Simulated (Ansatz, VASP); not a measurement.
**One calculation of CsB, two programs**

```
Cs B
1.0
     4.00432    0.00000    0.00000
     0.00000    4.00432    0.00000
     0.00000    0.00000    4.00432
Cs B
1 1
Direct
  0.50000 0.50000 0.50000
  0.00000 0.00000 0.00000
```

Change from the starting cell: species swapped into the YAu type (Pm-3m, No. 221).

Alike in both runs: functional PBE; k mesh 14 × 14 × 14; occupations gaussian, width 0.1 eV; no spin polarisation.

Ansatz relaxed the structure, and its values are those at the end. VASP's run is a single point on that final structure, the one shown.

|  | VASP | Ansatz |
| --- | --- | --- |
| version | VASP 6.6.1 | Ansatz 0.2.0 |
| potentials or method | VASP PAW PBE potentials, release 64 (Cs_sv, B), cutoff 520 eV | scalar-relativistic, plane waves, PAW |
| valence electrons in the cell | 12 | 12 |

|  | VASP | Ansatz | Ansatz less VASP |
| --- | --- | --- | --- |
| gap on the k mesh at the Fermi level (eV) | none | none | - |
| pressure (GPa) | 0.1 | 0.0 | -0.05 |

A gap of «none» marks a metal or a gap that the smearing closes.

Spin-orbit coupling is off throughout.
